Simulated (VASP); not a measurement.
Here is a VASP 6.6.1 calculation.

File INCAR:

```
PREC = Accurate ; ENCUT = 520
EDIFF = 1E-7 ; ISMEAR = 0
SIGMA = 0.1 ; LREAL = F
LASPH = T ; NELM = 80
ALGO = Normal ; ISIF = 2
LWAVE = F ; LCHARG = T
GGA = PS ; LELF = T
LVHAR = T ; NBANDS = 14
```

File KPOINTS:

```
regular mesh
0
Gamma
  10 10 10
```

Contents of POSCAR:

```
Bi
1.0
    0.0000000000      2.4719811504      2.4719811504
    2.4719811504      0.0000000000      2.4719811504
    2.4719811504      2.4719811504      0.0000000000
Bi
1
Direct
    0.0000000000      0.0000000000      0.0000000000
```

Potentials or basis: VASP PAW PBE potentials, release 64 (Bi_d).

The run is started by

```bash
$ cat potpaw_PBE.64/Bi_d/POTCAR > POTCAR
$ mpirun -np 1 vasp_std > vasp.out
```

Q: Predict the pressure.

A: 0.0 GPa.

Caveat: the PAW data sets were made with another functional, which shifts forces and pressure a little.
